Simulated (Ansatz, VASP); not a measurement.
## HfN in VASP and in Ansatz

```
Hf N
1.0
     0.00000   -2.25080   -2.25080
     0.00000    2.25080   -2.25080
     4.50160    0.00000    0.00000
Hf N
2 2
Cartesian
  2.2508 -0.0213 -2.2508
  0.0000 0.0213 0.0000
  0.0000 0.0116 -2.2508
  2.2508 -0.0116 0.0000
```

Change from the starting cell: mode 4 frozen in at -0.021 Å and mode 11 at +0.000 Å (largest displacements).

Alike in both runs: task single point; functional PBEsol; k mesh 14 × 14 × 10; occupations gaussian, width 0.15 eV; no spin polarisation.

|  | VASP | Ansatz |
| --- | --- | --- |
| version | VASP 6.6.1 | Ansatz 0.2.0 |
| potentials or method | VASP PAW PBE potentials, release 64 (Hf_pv, N), cutoff 520 eV | scalar-relativistic, plane waves, PAW |
| valence electrons in the cell | 30 | 62 |

```csv
,VASP,Ansatz,Ansatz less VASP
gap on the k mesh at the Fermi level (eV),none,none,-
pressure (GPa),-2.1,0.0,+2.15
"traceless stress, the component that is largest in VASP (GPa)",-0.49,-0.50,-0.007
rms of the force components (eV/Å),0.124,0.123,-0.0004
```

VASP's potentials were made for PBE, not for PBEsol, and Ansatz warns of the same on its side. Atom by atom the forces differ by 0.001 eV/Å (rms over components). A gap of «none» marks a metal or a gap that the smearing closes. VASP's potentials hold 30 valence electrons a cell and Ansatz's 62, so a difference there can come from the potentials and not from the codes.

Spin-orbit coupling is off throughout.
